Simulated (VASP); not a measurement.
# Au (I4/mmm) in VASP: notebook

Runs on Au. Level: r2SCAN. Tasks: single point.

Program: VASP 6.6.1. These are calculated values, not measurements. Logs are shortened: lines on timing, memory, paths and dates and some standing lists are left out, and cuts for length are marked.

### 1 The cell of the first run

It takes space group I4/mmm (No. 139, tetragonal). The conventional cell has a = 3.397 Å, b = 3.397 Å, c = 3.480 Å, α = 90.00°, β = 90.00°, γ = 90.00°. Within 3.9 Å of Au (site symmetry 4/mmm) lie 14 Au at 2.97 to 3.48 Å.

### 2 Single point, r2SCAN (strain +0.025 along x and y, +0.050 along z)

Input file POSCAR:

```
Au
1.0
   -1.6987007250      1.6987007250      1.7401324500
    1.6987007250     -1.6987007250      1.7401324500
    1.6987007250      1.6987007250     -1.7401324500
Au
1
Direct
    0.0000000000      0.0000000000      0.0000000000
```

Input file INCAR.step1:

```
SYSTEM = Au
PREC     = Accurate       ! precision mode
ENCUT    = 520            ! plane-wave cutoff, eV
ISMEAR   = 0              ! smearing method
SIGMA    = 0.15           ! smearing width, eV
LREAL    = .FALSE.        ! projectors in reciprocal space
LASPH    = .TRUE.         ! aspherical terms in the spheres
NELM     = 80             ! most SCF steps
NBANDS   = 12             ! bands
GGA      = PE             ! functional
ALGO     = Normal         ! electronic algorithm
EDIFF    = 1E-4           ! SCF threshold, eV
LWAVE    = .TRUE.         ! write WAVECAR
LCHARG   = .FALSE.        ! write CHGCAR
```

Input file INCAR.step2:

```
SYSTEM = Au
PREC     = Accurate       ! precision mode
ENCUT    = 520            ! plane-wave cutoff, eV
EDIFF    = 1E-6           ! SCF threshold, eV
ISMEAR   = 0              ! smearing method
SIGMA    = 0.15           ! smearing width, eV
LREAL    = .FALSE.        ! projectors in reciprocal space
LASPH    = .TRUE.         ! aspherical terms in the spheres
NELM     = 80             ! most SCF steps
ALGO     = Normal         ! electronic algorithm
ISIF     = 2              ! what is computed and relaxed
LWAVE    = .FALSE.        ! write WAVECAR
LCHARG   = .TRUE.         ! write CHGCAR
METAGGA  = R2SCAN         ! meta-GGA
LMIXTAU  = .TRUE.       
LELF     = .TRUE.         ! ELF
LVHAR    = .TRUE.       
NBANDS   = 12             ! bands
ISTART   = 1
```

Input file KPOINTS:

```
Automatic mesh
0
G
  20 20 20
  0 0 0
```

Potentials or basis: VASP PAW PBE potentials, release 64 (Au).

Run with:

```console
> cat potpaw_PBE.64/Au/POTCAR > POTCAR
> cp INCAR.step1 INCAR
> mpirun -np 1 vasp_std > vasp.out
> cp INCAR.step2 INCAR
> mpirun -np 1 vasp_std > vasp.out
```

OUTCAR:

```text
SYSTEM = Au
   PREC = Accurate
   ENCUT = 520
   EDIFF = 1E-6
   ISMEAR = 0
   LREAL = .FALSE.
   LASPH = .TRUE.
   NELM = 80
   ISIF = 2
   METAGGA = R2SCAN
   ISTART = 1

 ion  position               nearest neighbor table
   1  0.000  0.000  0.000-

  LATTYP: Found a body centered tetragonal cell.
 ALAT       =     3.3974014500
 C/A-ratio  =     1.0243902439

  Lattice vectors:

 A1 = (  -1.6987007250,   1.6987007250,   1.7401324500)
 A2 = (   1.6987007250,  -1.6987007250,   1.7401324500)
 A3 = (   1.6987007250,   1.6987007250,  -1.7401324500)

Analysis of symmetry for initial positions (statically):
=====================================================================
 Subroutine PRICEL returns:
 Original cell was already a primitive cell.

 Routine SETGRP: Setting up the symmetry group for a
 body centered tetragonal supercell.

 Subroutine GETGRP returns: Found 16 space group operations
 (whereof 16 operations were pure point group operations)
 out of a pool of 16 trial point group operations.

The static configuration has the point symmetry D_4h.

Analysis of symmetry for dynamics (positions and initial velocities):
=====================================================================
 Subroutine PRICEL returns:
 Original cell was already a primitive cell.

 Routine SETGRP: Setting up the symmetry group for a
 body centered tetragonal supercell.

 Subroutine GETGRP returns: Found 16 space group operations
 (whereof 16 operations were pure point group operations)
 out of a pool of 16 trial point group operations.

The dynamic configuration has the point symmetry D_4h.

 Subroutine INISYM returns: Found 16 space group operations
 (whereof 16 operations are pure point group operations),
 and found     1 'primitive' translations

----------------------------------------------------------------------------------------

                                     Primitive cell

  volume of cell :      20.0852

  direct lattice vectors                    reciprocal lattice vectors
    -1.698700725  1.698700725  1.740132450     0.000000000  0.294342607  0.287334450
     1.698700725 -1.698700725  1.740132450     0.294342607  0.000000000  0.287334450
     1.698700725  1.698700725 -1.740132450     0.294342607  0.294342607  0.000000000

  length of vectors
     2.966349482  2.966349482  2.966349482     0.411337643  0.411337643  0.416263307

  position of ions in fractional coordinates (direct lattice)
     0.000000000  0.000000000  0.000000000

  ion indices of the primitive-cell ions
   primitive index   ion index
                 1           1

----------------------------------------------------------------------------------------

 KPOINTS: Automatic mesh

Automatic generation of k-mesh.
 Grid dimensions read from file:
 generate k-points for:   20   20   20

 Generating k-lattice:

  Cartesian coordinates                     Fractional coordinates (reciprocal lattice)
     0.000000000  0.014717130  0.014366722     0.050000000 -0.000000000  0.000000000
     0.014717130  0.000000000  0.014366722    -0.000000000  0.050000000  0.000000000
     0.014717130  0.014717130  0.000000000     0.000000000  0.000000000  0.050000000

  Length of vectors
     0.020566882  0.020566882  0.020813165

  Shift w.r.t. Gamma in fractional coordinates (k-lattice)
     0.000000000  0.000000000  0.000000000

 Subroutine IBZKPT returns following result:
 ===========================================

 Found    641 irreducible k-points:

 Following reciprocal coordinates:
            Coordinates               Weight
  0.000000  0.000000  0.000000      1.000000
  0.050000 -0.000000  0.000000      8.000000
  0.100000 -0.000000  0.000000      8.000000
  0.150000  0.000000 -0.000000      8.000000
  0.200000 -0.000000  0.000000      8.000000
  0.250000 -0.000000  0.000000      8.000000
[... 16 lines left out ...]
 -0.400000  0.050000 -0.000000     16.000000
 -0.350000  0.050000  0.000000     16.000000
 [... further k-points ...]
   k-points           NKPTS =    641   k-points in BZ     NKDIM =    641   number of bands    NBANDS=     12
   number of dos      NEDOS =    301   number of ions     NIONS =      1
   total plane-waves  NPLWV =  13824
   dimension x,y,z NGX =    24 NGY =   24 NGZ =   24
   dimension x,y,z NGXF=    48 NGYF=   48 NGZF=   48
   ions per type =               1
   NGX,Y,Z   is equivalent  to a cutoff of  13.45, 13.45, 13.45 a.u.
   NGXF,Y,Z  is equivalent  to a cutoff of  26.90, 26.90, 26.90 a.u.
 SYSTEM =  Au
   PREC   = accura    normal or accurate (medium, high low for compatibility)
   ISTART =      1    job   : 0-new  1-cont  2-samecut
   ICHARG =      0    charge: 1-file 2-atom 10-const
   ISPIN  =      1    spin polarized calculation?
   LNONCOLLINEAR =      F non collinear calculations
   LSORBIT =      F    spin-orbit coupling
   LASPH  =      T    aspherical Exc in radial PAW
   ENCUT  =  520.0 eV  38.22 Ry    6.18 a.u.   5.52  5.52  5.52*2*pi/ulx,y,z
   NELM   =     80;   NELMIN=  2; NELMDL=  0     # of ELM steps
   EDIFF  = 0.1E-05   stopping-criterion for ELM
   LREAL  =      F    real-space projection
   EDIFFG = 0.1E-04   stopping-criterion for IOM
   NSW    =      0    number of steps for IOM
   IBRION =     -1    ionic relax: 0-MD 1-quasi-New 2-CG
   NFREE  =      0    steps in history (QN), initial steepest desc. (CG)
   ISIF   =      2    stress and relaxation
   ISYM   =      2    0-nonsym 1-usesym 2-fastsym
   POTIM  = 0.5000    time-step for ionic-motion
   TEBEG  =    0.0;   TEEND  =   0.0 temperature during run
   PSTRESS=    0.0 pullay stress
   NELECT =      11.0000    total number of electrons
   NUPDOWN=      -1.0000    fix difference up-down
   EMIN   =  10.00;   EMAX   =-10.00  energy-range for DOS
   EFERMI =   0.00;   METHOD = LEGACY
   ISMEAR =     0;   SIGMA  =   0.15  broadening in eV -4-tet -1-fermi 0-gaus
   EFERMI_NEDOS =   21; number of points for ismear=-14 and -15
   IALGO  =     38    algorithm
   IMIX   =      4    mixing-type and parameters
     AMIX     =   0.40;   BMIX     =  1.00
     AMIX_MAG =   1.60;   BMIX_MAG =  1.00
  volume/ion in A,a.u.               =      20.09       135.54
  Fermi-wavevector in a.u.,A,eV,Ry     =   1.339411  2.531119 24.409132  1.794021
  Thomas-Fermi vector in A             =   2.467804
   LORBIT       =      0    0 simple, 1 ext, 2 COOP (PROOUT), +10 PAW based schemes
   METAGGA = R2SCAN    functional components
   LHFCALC =     F    Hartree Fock is set to
   AEXX    =    0.0000 exact exchange contribution
   IVDW    =     0    specifies the selected vdW correction
   LEPSILON=     F    determine dielectric tensor
   LRPA    =     F    only Hartree local field effects (RPA)
 non-spin polarized calculation
 Gauss-broadening in eV      SIGMA  =   0.15
  energy-cutoff  :      520.00
  volume of cell :       20.09
 maximum number of plane-waves:       563
 NGX is ok and might be reduce to    24
   NGX = 11   NGY = 11   NGZ = 11

 number of electron      11.0000000 magnetization

 Free energy of the ion-electron system (eV)
  ---------------------------------------------------
  ext. energy  EPLUGINS =         0.00000000
  ---------------------------------------------------
  free energy    TOTEN  =       -50.45838006 eV

  energy without entropy =      -50.45386525  energy(sigma->0) =      -50.45612265

 E-fermi :   6.9257     XC(G=0): -12.4833

 val. band max:        6.9246959661   @ k =   0.3000   0.1000   0.1000
 cond. band min:       6.9258206619   @ k =   0.5000   0.1500   0.1000
 fundamental gap:      0.0011246958
 Fermi energy:         6.9257444297

 k-point     1 :       0.0000    0.0000    0.0000
  band No.  band energies     occupation
      1      -1.5577      2.00000
      2       2.5041      2.00000
      3       2.5041      2.00000
      4       2.6236      2.00000
      5       3.9790      2.00000
      6       4.1122      2.00000
      7      23.8422      0.00000
      8      24.2198      0.00000
      9      24.2198      0.00000
     10      28.6986      0.00000
     11      29.3211      0.00000
     12      29.3211      0.00000

 k-point     2 :       0.0500   -0.0000    0.0000
  band No.  band energies     occupation
      1      -1.4755      2.00000
      2       2.5088      2.00000
      3       2.5104      2.00000
      4       2.6479      2.00000
      5       3.9603      2.00000
      6       4.1051      2.00000
      7      23.8177      0.00000
      8      24.1708      0.00000
      9      24.3069      0.00000
     10      27.9641      0.00000
     11      28.5148      0.00000
     12      28.9825      0.00000

 k-point     3 :       0.1000   -0.0000    0.0000
  band No.  band energies     occupation
      1      -1.2337      2.00000
      2       2.4709      2.00000
      3       2.5220      2.00000
      4       2.7793      2.00000
      5       3.9051      2.00000
      6       4.0939      2.00000
      7      23.4552      0.00000
      8      24.0054      0.00000
      9      24.5604      0.00000
     10      26.7895      0.00000
     11      27.4796      0.00000
     12      28.0977      0.00000

 k-point     4 :       0.1500    0.0000   -0.0000
  band No.  band energies     occupation
      1      -0.8496      2.00000
      2       2.3823      2.00000
      3       2.5457      2.00000
      4       3.0210      2.00000
      5       3.8326      2.00000
      6       4.0889      2.00000
      7      22.1608      0.00000
      8      23.6459      0.00000
      9      24.9549      0.00000
     10      26.1944      0.00000
     11      26.9053      0.00000
     12      27.0549      0.00000

 k-point     5 :       0.2000   -0.0000    0.0000
  band No.  band energies     occupation
      1      -0.3635      2.00000
      2       2.2675      2.00000
      3       2.6028      2.00000
      4       3.3472      2.00000
      5       3.7769      2.00000
      6       4.0909      2.00000
      7      20.2434      0.00000
      8      22.9582      0.00000
      9      25.3477      0.00000
     10      25.6947      0.00000
     11      26.1583      0.00000
     12      27.3357      0.00000
[... 228 lines left out ...]
      1       0.7656      2.00000
      2       1.7739      2.00000
      3       3.8401      2.00000
      4       4.1314      2.00000
      5       5.0526      2.00000
      6       7.0739      0.16244
      7       9.8270      0.00000
      8      19.6756      0.00000
      9      20.1661      0.00000
     10      27.6022      0.00000
     11      28.0616      0.00000
     12      29.6365      0.00000

 k-point    22 :      -0.4500    0.0500   -0.0000
  band No.  band energies     occupation
      1       0.7778      2.00000
      2       1.8090      2.00000
      3       3.7952      2.00000
      4       4.1360      2.00000
      5       4.8147      2.00000
      6       6.0357      2.00000
      7      11.2553      0.00000
      8      19.9007      0.00000
      9      20.4871      0.00000
     10      27.4441      0.00000
     11      27.9125      0.00000
     12      29.7503      0.00000

 k-point    23 :      -0.4000    0.0500   -0.0000
  band No.  band energies     occupation
      1       0.7734      2.00000
      2       1.8771      2.00000
      3       3.7070      2.00000
      4       4.0786      2.00000
      5       4.3444      2.00000
      6       5.1325      2.00000
      7      13.0586      0.00000
      8      20.3090      0.00000
      9      21.1188      0.00000
     10      27.1703      0.00000
     11      27.6476      0.00000
     12      29.7937      0.00000

 k-point    24 :      -0.3500    0.0500    0.0000
  band No.  band energies     occupation
      1       0.6828      2.00000
      2       1.9730      2.00000
      3       3.3402      2.00000
      4       3.8204      2.00000
      5       4.1683      2.00000
      6       4.5376      2.00000
      7      15.0237      0.00000
      8      20.8787      0.00000
      9      21.9939      0.00000
     10      26.7762      0.00000
     11      27.3611      0.00000
     12      29.3187      0.00000

 [... further k-points ...]

------------------------ aborting loop because EDIFF is reached ----------------------------------------

  FORCE on cell =-STRESS in cart. coord.  units (eV):
  Direction    XX          YY          ZZ          XY          YZ          ZX
  --------------------------------------------------------------------------------------
  -------------------------------------------------------------------------------------
  Total       -1.6692769     -1.6692769     -1.6482201      0.0000000     -0.0000000      0.0000000
  in kB     -133.1566723   -133.1566723   -131.4769912      0.0000000     -0.0000000      0.0000000
  external PRESSURE =    -132.5967786 kB  Pullay stress =       0.0000000 kB

 VOLUME and BASIS-vectors are now :
 -----------------------------------------------------------------------------
  energy-cutoff  :      520.00
  volume of cell :       20.09
      direct lattice vectors                 reciprocal lattice vectors
    -1.698700725  1.698700725  1.740132450     0.000000000  0.294342607  0.287334450
     1.698700725 -1.698700725  1.740132450     0.294342607  0.000000000  0.287334450
     1.698700725  1.698700725 -1.740132450     0.294342607  0.294342607  0.000000000

 POSITION                                       TOTAL-FORCE (eV/Angst)
 -----------------------------------------------------------------------------------
      0.00000      0.00000      0.00000        -0.000000      0.000000      0.000000
 -----------------------------------------------------------------------------------
    total drift:                                0.000000      0.000000     -0.000000

  FREE ENERGIE OF THE ION-ELECTRON SYSTEM (eV)
  ---------------------------------------------------
  free  energy   TOTEN  =       -50.4583800569 eV

  energy  without entropy=      -50.4538652455  energy(sigma->0) =      -50.45612265
```

Wall time 5.5 min (1 thread of Intel Xeon Platinum 8375C at 2.90GHz (Ice Lake), shared host); peak memory 0.27 GiB.

Results:

```yaml
Free_energy: -50.4584 eV
Pressure: -13.3 GPa
Band_gap_on_the_k_mesh: zero (an odd number of electrons rules out a gap without spin polarisation)
```

Caveat: the cell differs from its parent crystal (strain +0.025 along x and y, +0.050 along z); the cell stands under tension; the PAW data sets were made with another functional, which shifts forces and pressure a little; spin-orbit coupling is left out, which moves the levels of the heavy elements.

(Continued in part 2 of 2.)

The gap in the log of VASP goes by the Fermi energy; the results here count the filled bands.